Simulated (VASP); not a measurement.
Crystal: AlN.

```
Al N
1.0
     3.11000    0.00000    0.00000
    -1.55500    2.69334    0.00000
     0.00000    0.00000    4.98000
Al N
2 2
Direct
  0.66667 0.33333 0.00000
  0.33333 0.66667 0.50000
  0.66667 0.33333 0.38200
  0.33333 0.66667 0.88200
```

Program: VASP 6.6.1. Alike in all runs: no spin polarisation; cell as given; k mesh 11 × 11 × 6; cutoff (eV) 520; smearing fermi-dirac 0.02 eV.

Q: Order these runs on this cell by their pressure, lowest first.
A. level LDA; potentials or basis VASP PAW LDA potentials, release 64 (Al, N)
B. level PBEsol; potentials or basis VASP PAW PBE potentials, release 64 (Al, N)
C. level r2SCAN; potentials or basis VASP PAW PBE potentials, release 64 (Al, N)
D. level PBE; potentials or basis VASP PAW PBE potentials, release 64 (Al, N)

A: A (-3.7 GPa), C (-0.9 GPa), B (0.6 GPa), D (3.9 GPa).

Caveats: the PAW data sets were made with another functional, which shifts forces and pressure a little (some runs).
